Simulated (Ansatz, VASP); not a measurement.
Sn in VASP and in Ansatz

Contents of INCAR:

```
SYSTEM = Sn
PREC     = Accurate       ! precision mode
ENCUT    = 520            ! plane-wave cutoff, eV
EDIFF    = 1E-8           ! SCF threshold, eV
ISMEAR   = -1             ! smearing method
SIGMA    = 0.08           ! smearing width, eV
LREAL    = .False.        ! projectors in reciprocal space
LASPH    = .True.         ! aspherical terms in the spheres
NELM     = 60             ! most SCF steps
ALGO     = Normal         ! electronic algorithm
ISIF     = 2              ! what is computed and relaxed
LWAVE    = .False.        ! write WAVECAR
LCHARG   = .False.        ! write CHGCAR
GGA      = CA             ! functional
LEFG     = .True.       
NBANDS   = 13             ! bands
```

KPOINTS

```
Automatic mesh
0
Gamma
  13 13 13
  0 0 0
```

The input POSCAR:

```
Sn
1.0
   -1.6569893071      1.9150981989      2.0652062125
    1.6569893071     -1.9150981989      2.0652062125
    1.6569893071      1.9150981989     -2.0652062125
Sn
1
Direct
    0.0000000000      0.0000000000      0.0000000000
```

Input for Ansatz:

```yaml
crystal:
  lattice:
    - [-1.6569893071, 1.9150981989, 2.0652062125]
    - [1.6569893071, -1.9150981989, 2.0652062125]
    - [1.6569893071, 1.9150981989, -2.0652062125]
  atoms:
    - { symbol: Sn, position: [0.0, 0.0, 0.0] }
kpoints:
  mp_grid: { grid: [13, 13, 13] }
scf:
  occupations: { method: fermi_dirac, width: 0.08 }
hamiltonian:
  xc: lda
  pseudopotentials: { kind: all_electron, datasets: crystal }
output:
  forces: true
  stress: true
  eigenvalues: true
  efg: { contact_densities: true }
```

Change from the starting cell: volume scaled by 0.9405, crystal datasets.

Alike in both runs: task electric field gradients; functional LDA; k mesh 13 × 13 × 13; occupations fermi-dirac, width 0.08 eV; no spin polarisation.

|  | VASP | Ansatz |
| --- | --- | --- |
| version | VASP 6.6.1 | Ansatz 0.2.0 |
| potentials or method | VASP PAW LDA potentials, release 64 (Sn_d), cutoff 520 eV | all-electron PAW with datasets made for the crystal, scalar-relativistic |

VASP gave:

```
pressure (GPa)                                                : -1.0
traceless stress, the component that is largest in VASP (GPa) : -0.78
size of Vzz on the site where it differs most (V/Å²)          : 13.8
```

Task: Estimate Ansatz's values.

Result: Pressure (GPa): -1.0; traceless stress, the component that is largest in VASP (GPa): -0.77; size of Vzz on the site where it differs most (V/Å²): 14.5.

LDA's correlation is that of Perdew and Zunger in VASP and of Perdew and Wang (1992) in Ansatz. Ansatz ran all-electron here, and VASP with PAW potentials.
